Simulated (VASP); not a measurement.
# Cr2W: relaxation of cell and atoms with PBE

Cr2W:

```
CELL_PARAMETERS angstrom
4.39850 0.00000 0.00000
-2.19925 3.80921 0.00000
0.00000 0.00000 2.43302
ATOMIC_POSITIONS crystal
Cr 0.33333 0.66667 0.50000
Cr 0.66667 0.33333 0.50000
W 0.00000 0.00000 0.00000
```

* Program: VASP 6.6.1
* Task: relaxation of cell and atoms
* Functional: PBE
* Potentials or basis: VASP PAW PBE potentials, release 64 (Cr_pv, W_sv)
* Cutoff: 600 eV
* k mesh: 12 × 12 × 18
* Occupations: gaussian, width 0.1 eV
* Spin: no spin polarisation
* Dipole correction: no
* Further INCAR settings: ALGO = Fast; EDIFF = 1e-06; IBRION = 2; EDIFFG = -0.01; NSW = 100; ISIF = 3

| Property | Result |
| --- | --- |
| Relaxed volume | 13.57 Å³/atom |
| Relaxed cell | a = 4.368 Å, b = 4.368 Å, c = 2.464 Å, α = 90.00°, β = 90.00°, γ = 120.00° |
| Space group after relaxing (to 0.1 Å) | P6/mmm (No. 191) |
| Energy gained by relaxing | 4.2 meV/atom |
| Ionic steps | 5 |
| Pressure after relaxing | 0.0 GPa |
| Band gap on the k mesh | zero (bands 19 and 20 overlap by 0.77 eV) |

Stress tensor (GPa, compression positive):
```
 0.02  0.00  0.00
 0.00  0.02  0.00
 0.00  0.00 -0.10
```

Step by step:
| step | energy change (eV) | largest force (eV/Å) | pressure (GPa) | volume (Å³) |
| --- | --- | --- | --- | --- |
| 1 | 0.0000 | 0.0000 | 0.46 | 40.76 |
| 2 | -0.0062 | 0.0000 | -1.97 | 40.98 |
| 3 | -0.0119 | 0.0000 | -0.97 | 40.89 |
| 4 | -0.0111 | 0.0000 | 1.64 | 40.46 |
| 5 | -0.0125 | 0.0000 | -0.02 | 40.72 |

Final structure:
```
Cr W
1.0
     4.36819    0.00000    0.00000
    -2.18410    3.78297    0.00000
     0.00000    0.00000    2.46414
Cr W
2 1
Direct
  0.33333 0.66667 0.50000
  0.66667 0.33333 0.50000
  0.00000 0.00000 0.00000
```

Levels at points of the mesh, in eV from the Fermi level:
| k point | band 17 | band 18 | band 19 | band 20 | band 21 | band 22 |
| --- | --- | --- | --- | --- | --- | --- |
| (0.00, 0.00, 0.00) | -1.64 | -1.57 | -0.16 | -0.16 | 0.89 | 0.89 |
| (0.50, 0.00, 0.00) | -1.71 | -1.52 | 0.45 | 0.60 | 1.02 | 1.40 |
| (0.00, 0.00, 0.50) | -0.51 | -0.51 | -0.04 | -0.04 | 2.47 | 2.47 |
| (0.50, 0.00, 0.50) | -1.21 | -0.22 | 0.07 | 0.61 | 0.92 | 1.23 |

Run time: 22 min on 1 thread of Oxide Virtual Turin-like Processor, with other jobs on the host, peak memory 0.31 GiB.

Caveat: spin-orbit coupling is left out, which moves the levels of the heavy elements; the run has no spin polarisation, though such a crystal can be magnetic. Spin polarisation is off, so any magnetic state and its effect on volume and gap are missing.
